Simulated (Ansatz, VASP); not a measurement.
## Al2As in VASP and in Ansatz

Contents of INCAR:

```
SYSTEM = Al2As
PREC = Accurate ; ENCUT = 520
EDIFF = 1E-7 ; ISMEAR = -1
SIGMA = 0.05 ; LREAL = .FALSE.
LASPH = .TRUE. ; NELM = 60
ALGO = Normal ; ISIF = 2
LWAVE = .FALSE. ; LCHARG = .FALSE.
GGA = PS ; NBANDS = 12
```

File KPOINTS:

```
Automatic mesh
0
G
  13 13 13
  0 0 0
```

The input POSCAR:

```
Al2As
1.0
    1.7884064050     -1.0325369194      5.1841926024
    0.0000000000      2.0650738386      5.1841926024
   -1.7884064050     -1.0325369194      5.1841926024
As Al
1 2
Direct
    0.0000000000      0.0000000000      0.0000000000
    0.2323951235      0.2323951235      0.2323951235
    0.7676048765      0.7676048765      0.7676048765
```

Input for Ansatz:

```yaml
crystal:
  lattice:
    - [1.788406405, -1.0325369194, 5.1841926024]
    - [0.0, 2.0650738386, 5.1841926024]
    - [-1.788406405, -1.0325369194, 5.1841926024]
  atoms:
    - { symbol: As, position: [0.0, 0.0, 0.0] }
    - { symbol: Al, position: [0.2323951235, 0.2323951235, 0.2323951235] }
    - { symbol: Al, position: [0.7676048765, 0.7676048765, 0.7676048765] }
kpoints:
  mp_grid: { grid: [13, 13, 13] }
scf:
  occupations: { method: fermi_dirac, width: 0.05 }
hamiltonian:
  xc: pbesol
  pseudopotentials: { kind: paw }
output:
  forces: true
  stress: true
  eigenvalues: true
  populations: true
  bader: true
  dos: { projected: true, de: 0.2, e_range: [-14, 8] }
  write_density: true
  write_potential: true
  elf: true
  volumetric_format: npy
```

Alike in both runs: task single point; functional PBEsol; k mesh 13 × 13 × 13; occupations fermi-dirac, width 0.05 eV; no spin polarisation.

```csv
,VASP,Ansatz
version,VASP 6.6.1,Ansatz 0.2.0
potentials or method,"VASP PAW PBE potentials, release 64 (As, Al)","PAW with Ansatz's default frozen-core files, scalar-relativistic"
plane-wave cutoff (eV),520,420
valence electrons in the cell,11,21
```

|  | VASP | Ansatz | Ansatz less VASP |
| --- | --- | --- | --- |
| pressure (GPa) | 0.2 | 0.0 | -0.23 |
| rms of the force components (eV/Å) | 0.012 | 0.001 | -0.0113 |

VASP's potentials were made for PBE, not for PBEsol. Atom by atom the forces differ by 0.011 eV/Å (rms over components). With one functional, cell and mesh, what is left measures potentials, basis and numerics. VASP's potentials hold 11 valence electrons a cell and Ansatz's 21, so a difference there can come from the potentials and not from the codes.
